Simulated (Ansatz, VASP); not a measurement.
# One calculation of Ti, two programs

POSCAR

```
Ti
1.0
   -1.6410000000      1.6410000000      1.6410000000
    1.6410000000     -1.6410000000      1.6410000000
    1.6410000000      1.6410000000     -1.6410000000
Ti
1
Direct
    0.0000000000      0.0000000000      0.0000000000
```

Contents of INCAR.step1:

```
SYSTEM = Ti
PREC = Accurate ; ENCUT = 520
EDIFF = 1E-5 ; ISMEAR = 1
SIGMA = 0.05 ; LREAL = .False.
LASPH = .True. ; NELM = 80
ALGO = Normal ; ISIF = 2
LWAVE = .True. ; NBANDS = 12
GGA = PE
```

INCAR.step2

```
SYSTEM = Ti
PREC = Accurate ; ENCUT = 520
EDIFF = 1E-6 ; ISMEAR = 1
SIGMA = 0.05 ; LREAL = .False.
LASPH = .True. ; NELM = 80
ALGO = Normal ; ISIF = 2
LWAVE = .False. ; LCHARG = .True.
GGA = PE ; LHFCALC = .True.
AEXX = 0.25 ; HFSCREEN = 0.3
PRECFOCK = Normal ; LELF = .True.
LVHAR = .True. ; NBANDS = 12
ISTART = 1
```

Contents of KPOINTS:

```
regular mesh
0
Gamma
  7 7 7
  0 0 0
```

input.yaml

```yaml
crystal:
  lattice:
    - [-1.641, 1.641, 1.641]
    - [1.641, -1.641, 1.641]
    - [1.641, 1.641, -1.641]
  atoms:
    - { symbol: Ti, position: [0.0, 0.0, 0.0] }
hamiltonian:
  xc: { exchange: pbe, correlation: pbe, exx: { coeff: 0.25, omega: 0.3 } }
  pseudopotentials: { kind: nc, source: spms }
kpoints:
  mp_grid: { grid: [7, 7, 7] }
scf:
  occupations: { method: methfessel_paxton, width: 0.05 }
output:
  forces: true
  stress: true
  eigenvalues: true
  write_density: true
  write_potential: true
  elf: true
  volumetric_format: npy
```

Alike in both runs: task single point; functional PBE-based screened hybrid with a share of 0.25 of exact exchange and HFSCREEN = 0.3; k mesh 7 × 7 × 7; occupations methfessel-paxton of order 1, width 0.05 eV; no spin polarisation.

```csv
,VASP,Ansatz
version,VASP 6.6.1,Ansatz 0.2.0
potentials or method,"VASP PAW PBE potentials, release 64 (Ti_sv)",SPMS NC
plane-wave cutoff (eV),520,707
valence electrons in the cell,12,12
```

|  | VASP | Ansatz | Ansatz less VASP |
| --- | --- | --- | --- |
| gap on the k mesh at the Fermi level (eV) | none | none | - |
| pressure (GPa) | -3.9 | -3.1 | +0.79 |

VASP's potentials were made for PBE, not for PBE-based screened hybrid. A gap of «none» marks a metal or a gap that the smearing closes.

The k mesh is coarse, so the values compare programs but aren't converged.
